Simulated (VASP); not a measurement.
# TePb (Fm-3m) in VASP: G0W0 quasiparticle levels with HSE06

Aim: the G0W0 quasiparticle levels of TePb with HSE06.

All numbers are computed with VASP 6.6.1; they aren't measurements. Logs are shortened: lines on timing, memory, paths and dates and some standing lists are left out, and cuts for length are marked.

### 1 The cell of the first run

The structure is cubic, space group Fm-3m (No. 225). Conventional cell: a = 6.536 Å, b = 6.536 Å, c = 6.536 Å, α = 90.00°, β = 90.00°, γ = 90.00°. Within 4.3 Å of Te (site symmetry m-3m) lie 6 Pb at 3.27 Å. Pb (site symmetry m-3m) has 6 Te at 3.27 Å within 4.3 Å.

### 2 G0W0 quasiparticle levels, HSE06

POSCAR

```
TePb
1.0
    0.0000000000      3.2678555508      3.2678555508
    3.2678555508      0.0000000000      3.2678555508
    3.2678555508      3.2678555508      0.0000000000
Te Pb
1 1
Direct
    0.5000000000      0.5000000000      0.5000000000
    0.0000000000      0.0000000000      0.0000000000
```

INCAR.step1

```
SYSTEM = TePb
ALGO     = Normal         ! electronic algorithm
EDIFF    = 1E-5           ! SCF threshold, eV
ENCUT    = 500            ! plane-wave cutoff, eV
GGA      = PE             ! functional
ISIF     = 2              ! what is computed and relaxed
ISMEAR   = 0              ! smearing method
LASPH    = .TRUE.         ! aspherical terms in the spheres
LCHARG   = .FALSE.        ! write CHGCAR
LREAL    = .FALSE.        ! projectors in reciprocal space
LWAVE    = .TRUE.         ! write WAVECAR
NELM     = 80             ! most SCF steps
PREC     = Accurate       ! precision mode
SIGMA    = 0.02           ! smearing width, eV
```

INCAR.step2

```
SYSTEM = TePb
ALGO     = Normal         ! electronic algorithm
EDIFF    = 1E-8           ! SCF threshold, eV
ENCUT    = 500            ! plane-wave cutoff, eV
GGA      = PE             ! functional
HFSCREEN = 0.2            ! screening, 1/A
ISMEAR   = 0              ! smearing method
ISTART   = 1            
LASPH    = .TRUE.         ! aspherical terms in the spheres
LCHARG   = .FALSE.        ! write CHGCAR
LHFCALC  = .TRUE.         ! exact exchange
LREAL    = .FALSE.        ! projectors in reciprocal space
LWAVE    = .TRUE.         ! write WAVECAR
NELM     = 80             ! most SCF steps
PREC     = Accurate       ! precision mode
PRECFOCK = Fast         
SIGMA    = 0.01           ! smearing width, eV
```

INCAR.step3

```
SYSTEM = TePb
ALGO     = Exact          ! electronic algorithm
EDIFF    = 1E-8           ! SCF threshold, eV
ENCUT    = 500            ! plane-wave cutoff, eV
GGA      = PE             ! functional
HFSCREEN = 0.2            ! screening, 1/A
ISMEAR   = 0              ! smearing method
ISTART   = 1            
LASPH    = .TRUE.         ! aspherical terms in the spheres
LCHARG   = .FALSE.        ! write CHGCAR
LHFCALC  = .TRUE.         ! exact exchange
LOPTICS  = .TRUE.         ! frequency-dependent dielectric function
LREAL    = .FALSE.        ! projectors in reciprocal space
LWAVE    = .TRUE.         ! write WAVECAR
NBANDS   = 71             ! bands
NELM     = 1              ! most SCF steps
PREC     = Accurate       ! precision mode
PRECFOCK = Fast         
SIGMA    = 0.01           ! smearing width, eV
```

INCAR.step4

```
SYSTEM = TePb
ALGO     = EVGW0          ! electronic algorithm
EDIFF    = 1E-8           ! SCF threshold, eV
ENCUT    = 500            ! plane-wave cutoff, eV
ENCUTGW  = 80.0           ! cutoff of the response function
GGA      = PE             ! functional
HFSCREEN = 0.2            ! screening, 1/A
ISMEAR   = 0              ! smearing method
ISTART   = 1            
LASPH    = .TRUE.         ! aspherical terms in the spheres
LCHARG   = .FALSE.        ! write CHGCAR
LHFCALC  = .TRUE.         ! exact exchange
LREAL    = .FALSE.        ! projectors in reciprocal space
LWAVE    = .FALSE.        ! write WAVECAR
NBANDS   = 71             ! bands
NBANDSGW = 19           
NELMGW   = 1            
NOMEGA   = 96             ! frequency points
OMEGAMAX = 20           
PREC     = Accurate       ! precision mode
PRECFOCK = Fast         
SIGMA    = 0.01           ! smearing width, eV
```

KPOINTS

```
k-points
0
G
  2 2 2
  0 0 0
```

Potentials or basis: VASP PAW PBE potentials, release 64 (Te_GW, Pb_d_GW).

On the command line:

```bash
$ cat potpaw_PBE.64/Te_GW/POTCAR potpaw_PBE.64/Pb_d_GW/POTCAR > POTCAR
$ cp INCAR.step1 INCAR
$ mpirun -np 1 vasp_std > vasp.out
$ cp INCAR.step2 INCAR
$ mpirun -np 1 vasp_std > vasp.out
$ cp INCAR.step3 INCAR
$ mpirun -np 1 vasp_std > vasp.out
$ cp INCAR.step4 INCAR
$ mpirun -np 1 vasp_std > vasp.out
```

OUTCAR:

```text
SYSTEM = TePb
   EDIFF = 1E-8
   ENCUT = 500
   ENCUTGW = 80.0
   GGA = PE
   HFSCREEN = 0.2
   ISMEAR = 0
   ISTART = 1
   LASPH = .TRUE.
   LHFCALC = .TRUE.
   LREAL = .FALSE.
   NELMGW = 1
   PREC = Accurate
   PRECFOCK = Fast

 ion  position               nearest neighbor table
   1  0.500  0.500  0.500-   2 3.27   2 3.27   2 3.27   2 3.27   2 3.27   2 3.27
   2  0.000  0.000  0.000-   1 3.27   1 3.27   1 3.27   1 3.27   1 3.27   1 3.27

  LATTYP: Found a face centered cubic cell.
 ALAT       =     6.5357111016

  Lattice vectors:

 A1 = (   0.0000000000,   3.2678555508,   3.2678555508)
 A2 = (   3.2678555508,   0.0000000000,   3.2678555508)
 A3 = (   3.2678555508,   3.2678555508,   0.0000000000)

Analysis of symmetry for initial positions (statically):
=====================================================================
 Subroutine PRICEL returns:
 Original cell was already a primitive cell.

 Routine SETGRP: Setting up the symmetry group for a
 face centered cubic supercell.

 Subroutine GETGRP returns: Found 48 space group operations
 (whereof 48 operations were pure point group operations)
 out of a pool of 48 trial point group operations.

The static configuration has the point symmetry O_h .

Analysis of symmetry for dynamics (positions and initial velocities):
=====================================================================
 Subroutine PRICEL returns:
 Original cell was already a primitive cell.

 Routine SETGRP: Setting up the symmetry group for a
 face centered cubic supercell.

 Subroutine GETGRP returns: Found 48 space group operations
 (whereof 48 operations were pure point group operations)
 out of a pool of 48 trial point group operations.

The dynamic configuration has the point symmetry O_h .

 Subroutine INISYM returns: Found 48 space group operations
 (whereof 48 operations are pure point group operations),
 and found     1 'primitive' translations

----------------------------------------------------------------------------------------

[... 34 lines left out ...]
     0.076502770  0.076502770 -0.076502770     0.000000000  0.000000000  0.500000000

  Length of vectors
     0.132506684  0.132506684  0.132506684

  Shift w.r.t. Gamma in fractional coordinates (k-lattice)
     0.000000000  0.000000000  0.000000000

 Subroutine IBZKPT returns following result:
 ===========================================

 Found      3 irreducible k-points:

 Following reciprocal coordinates:
            Coordinates               Weight
  0.000000  0.000000  0.000000      1.000000
  0.500000  0.000000  0.000000      4.000000
  0.500000  0.500000  0.000000      3.000000
   k-points           NKPTS =      3   k-points in BZ     NKDIM =      8   number of bands    NBANDS=     71
   number of dos      NEDOS =    301   number of ions     NIONS =      2
   total plane-waves  NPLWV =  46656
   dimension x,y,z NGX =    36 NGY =   36 NGZ =   36
   dimension x,y,z NGXF=    72 NGYF=   72 NGZF=   72
   ions per type =               1   1
   NGX,Y,Z   is equivalent  to a cutoff of  12.95, 12.95, 12.95 a.u.
   NGXF,Y,Z  is equivalent  to a cutoff of  25.90, 25.90, 25.90 a.u.
 SYSTEM =  TePb
   PREC   = accura    normal or accurate (medium, high low for compatibility)
   ISTART =      1    job   : 0-new  1-cont  2-samecut
   ICHARG =      0    charge: 1-file 2-atom 10-const
   ISPIN  =      1    spin polarized calculation?
   LNONCOLLINEAR =      F non collinear calculations
   LSORBIT =      F    spin-orbit coupling
   LASPH  =      T    aspherical Exc in radial PAW
   ENCUT  =  500.0 eV  36.75 Ry    6.06 a.u.   8.43  8.43  8.43*2*pi/ulx,y,z
   NELM   =     60;   NELMIN=  2; NELMDL=  0     # of ELM steps
   EDIFF  = 0.1E-07   stopping-criterion for ELM
   LREAL  =      F    real-space projection
   EDIFFG = 0.1E-06   stopping-criterion for IOM
   NSW    =      0    number of steps for IOM
   IBRION =     -1    ionic relax: 0-MD 1-quasi-New 2-CG
   NFREE  =      0    steps in history (QN), initial steepest desc. (CG)
   ISIF   =      0    stress and relaxation
   ISYM   =      3    0-nonsym 1-usesym 2-fastsym
   POTIM  = 0.5000    time-step for ionic-motion
   TEBEG  =    0.0;   TEEND  =   0.0 temperature during run
   PSTRESS=    0.0 pullay stress
   NELECT =      22.0000    total number of electrons
   NUPDOWN=      -1.0000    fix difference up-down
   EMIN   =  10.00;   EMAX   =-10.00  energy-range for DOS
   EFERMI =   0.00;   METHOD = LEGACY
   ISMEAR =     0;   SIGMA  =   0.01  broadening in eV -4-tet -1-fermi 0-gaus
   EFERMI_NEDOS =   21; number of points for ismear=-14 and -15
   IALGO  =     38    algorithm
   IMIX   =      1    mixing-type and parameters
     AMIX     =   0.40;   BMIX     =  1.00
     AMIX_MAG =   1.60;   BMIX_MAG =  1.00
  volume/ion in A,a.u.               =      34.90       235.50
  Fermi-wavevector in a.u.,A,eV,Ry     =   1.114148  2.105434 16.889262  1.241326
  Thomas-Fermi vector in A             =   2.250740
   LORBIT       =      0    0 simple, 1 ext, 2 COOP (PROOUT), +10 PAW based schemes
   GGA     = PE    functional components
   LHFCALC =     T    Hartree Fock is set to
   PRECFOCK=fast      Normal, Fast or Accurate (Low or Medium for compatibility)
   ENCUT4O =  -1.0   cutoff for four orbital integrals eV
   NKREDX  =     1    reduce k-point grid by
   NKREDY  =     1    reduce k-point grid by
   NKREDZ  =     1    reduce k-point grid by
   AEXX    =    1.0000 exact exchange contribution
   HFSCREEN=    0.0000 screening length (either q_TF or 0.3 A-1)
   HFSCREENC=   0.2000 screening length for correlation (either q_TF or 0.3 A-1)
   ENCUTFOCK=  -1.0 apply spherical cutoff to Coloumb kernel
   IVDW    =     0    specifies the selected vdW correction
   LEPSILON=     F    determine dielectric tensor
   LRPA    =     F    only Hartree local field effects (RPA)
   LRPAFORCE           =     F    calculate RPA forces
   ENCUTGW             =  80.0    cutoff for response function in eV
   ENCUTGWSOFT         =  64.0    soft cutoff for Coulomb kernel in GW response function in eV
   ENCUTLF             =  -1.0    cutoff for local field effects
   NELMGW              =     1    number of iterations in solving QP/BSE equation
   NELMHF              =     1    number of iterations in the inner HF iteration
   NKREDLFX            =     1    NKREDLFY  =   1   NKREDLFZ  =   1
 non-spin polarized calculation
 Gauss-broadening in eV      SIGMA  =   0.01
  energy-cutoff  :      500.00
  volume of cell :       69.79
 maximum number of plane-waves:      1807
 NGX is ok and might be reduce to    36
  NGX = 18; NGY = 18; NGZ = 18
 maximum number of plane-waves:       116
 NGX is ok and might be reduce to    14

 QP shifts <psi_nk| G(iteration)W_0 |psi_nk>: iteration 1
 for sc-GW calculations column KS-energies equals QP-energies in previous step
 and V_xc(KS)=  KS-energies - (<T + V_ion + V_H > + <T+V_H+V_ion>^1  + <V_x>^1)

 k-point   1 :       0.0000    0.0000    0.0000
  band No.  KS-energies  QP-energies   sigma(KS)   V_xc(KS)     V^pw_x(r,r')   Z            occupation Imag(sigma)

      1    -145.1736    -162.8182     -28.9946      -5.0758     -36.2907       0.7377       2.0000       0.1030
      2     -16.4465     -21.2992     -20.2837     -13.8914     -25.6569       0.7591       2.0000       0.3006
      3     -16.4465     -21.2992     -20.2837     -13.8914     -25.6569       0.7591       2.0000       0.3006
      4     -16.4393     -21.4810     -20.3417     -13.8529     -25.5819       0.7770       2.0000       0.2972
      5     -16.4393     -21.4810     -20.3417     -13.8529     -25.5819       0.7770       2.0000       0.2972
      6     -16.4393     -21.4810     -20.3417     -13.8529     -25.5819       0.7770       2.0000       0.2972
[... 44 lines left out ...]
      5     -16.4203     -21.5809     -20.3991     -13.8633     -25.6036       0.7896       2.0000       0.3377
      6     -16.4203     -21.5809     -20.3991     -13.8633     -25.6036       0.7896       2.0000       0.3377
[... 11 lines left out ...]
     18      15.1711      14.7945      -7.9173      -7.4111      -2.8492       0.7439       0.0000      -0.2207
     19      15.9022      15.5730      -7.5305      -7.0811      -2.1485       0.7323       0.0000      -0.2116
```

Run time: 4.1 min. Hardware: 1 thread of AMD EPYC 9R45 (Zen 5), shared host; peak memory 0.78 GiB.

Results:

| Property | Result |
| --- | --- |
| Quasiparticle gap | 1.16 eV |
| Least direct quasiparticle gap | 1.16 eV |
| Band gap of the starting levels on the mesh | 1.36 eV |
| Least direct gap of the starting levels on the mesh | 1.36 eV |

Caveat: the k points lie up to 0.83 Å⁻¹ apart, too coarse for converged energies, forces and pressures; bands, screening cutoff and mesh are small and nothing is extrapolated, so the quasiparticle values aren't converged; spin-orbit coupling is left out, which moves the levels of the heavy elements.
